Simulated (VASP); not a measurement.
Write the native input for VASP 6.6.1 that does the following.

| Property | Result |
| --- | --- |
| Task | single point |
| Functional | PBEsol |
| Potentials or basis | VASP PAW PBE potentials, release 64 (Hf_pv, O) |
| Cutoff | 520 eV |
| k mesh | 8 × 8 × 8 |
| Occupations | gaussian, width 0.05 eV |
| Spin | no spin polarisation |
| Dipole correction | no |
| Further INCAR settings | ALGO = Normal; EDIFF = 1e-07; NBANDS = 18 |

The structure of HfO2 lies in POSCAR:

```
HfO2
1.0
    0.1405728518      2.6597995866      2.6597995866
    2.6597995866      0.1405728518      2.6597995866
    2.6597995866      2.6597995866      0.1405728518
Hf O
1 2
Direct
    0.0000000000      0.0000000000      0.0000000000
    0.2500000000      0.2500000000      0.2500000000
    0.7500000000      0.7500000000      0.7500000000
```

The input as run:

INCAR

```
PREC = Accurate ; ENCUT = 520
EDIFF = 1E-7 ; ISMEAR = 0
SIGMA = 0.05 ; LREAL = False
LASPH = True ; NELM = 80
ALGO = Normal ; ISIF = 2
LWAVE = False ; LCHARG = True
GGA = PS ; LELF = True
LVHAR = True ; NBANDS = 18
```

KPOINTS

```
regular mesh
0
Gamma
  8 8 8
```

Potentials or basis: VASP PAW PBE potentials, release 64 (Hf_pv, O).

Run with:

```sh
$ cat potpaw_PBE.64/Hf_pv/POTCAR potpaw_PBE.64/O/POTCAR > POTCAR
$ mpirun -np 1 vasp_std > vasp.out
```

It gave:

The pressure is -18.9 GPa and the largest force is 0.154 eV/Å. The band gap on the k mesh is 3.57 eV, direct.

Caveat: the PAW data sets were made with another functional, which shifts forces and pressure a little; spin-orbit coupling is left out, which moves the levels of the heavy elements.

It took 18 s on 1 thread of Intel(R) Xeon(R) 6975P-C (Granite Rapids), with other jobs on the host, peak memory 0.18 GiB.
